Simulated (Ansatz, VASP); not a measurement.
**Ti: VASP beside Ansatz**

```xyz
2
Lattice="2.9500 0.0000 0.0000 -1.4750 2.5548 0.0000 0.0000 0.0000 4.6860" Properties=species:S:1:pos:R:3 pbc="T T T"
Ti    0.0000    1.7032    1.1715
Ti    1.4750    0.8516    3.5145
```

Alike in both runs: task single point; functional PBE; k mesh 14 × 14 × 8; occupations fermi-dirac, width 0.15 eV; no spin polarisation.

|  | VASP | Ansatz |
| --- | --- | --- |
| version | VASP 6.6.1 | Ansatz 0.2.0 |
| potentials or method | VASP PAW PBE potentials, release 64 (Ti_sv), cutoff 520 eV | all-electron LAPW, scalar-relativistic |

Ansatz gave:

* pressure (GPa): -1.2
* traceless stress, the component that is largest in VASP (GPa): -0.11

Question: Estimate VASP's values.

Answer: Pressure (GPa): -1.4; traceless stress, the component that is largest in VASP (GPa): -0.12.

Ansatz ran all-electron here, and VASP with PAW potentials.
